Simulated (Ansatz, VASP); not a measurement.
## One calculation of RbBr, two programs

```
CELL_PARAMETERS angstrom
4.33238 0.00000 0.00000
0.00000 4.33238 0.00000
0.00000 0.00000 4.33238
ATOMIC_POSITIONS crystal
Rb 0.00000 0.00000 0.00000
Br 0.50000 0.50000 0.50000
```

Change from the starting cell: strain +0.050 along x and y, +0.050 along z, atoms carried along.

Alike in both runs: task single point; functional PBEsol; k mesh 6 × 6 × 6; occupations gaussian, width 0.05 eV; no spin polarisation.

```csv
,VASP,Ansatz
version,VASP 6.6.1,Ansatz 0.2.0
potentials or method,"VASP PAW PBE potentials, release 64 (Rb_sv, Br), cutoff 520 eV","scalar-relativistic, plane waves, PAW"
valence electrons in the cell,16,16
```

|  | VASP | Ansatz | Ansatz less VASP |
| --- | --- | --- | --- |
| gap on the k mesh at the Fermi level (eV) | 3.50 | 3.50 | 0.000 |
| least direct gap on the mesh (eV) | 3.65 | 3.64 | -0.001 |
| pressure (GPa) | -1.9 | -2.0 | -0.02 |

VASP's potentials were made for PBE, not for PBEsol.
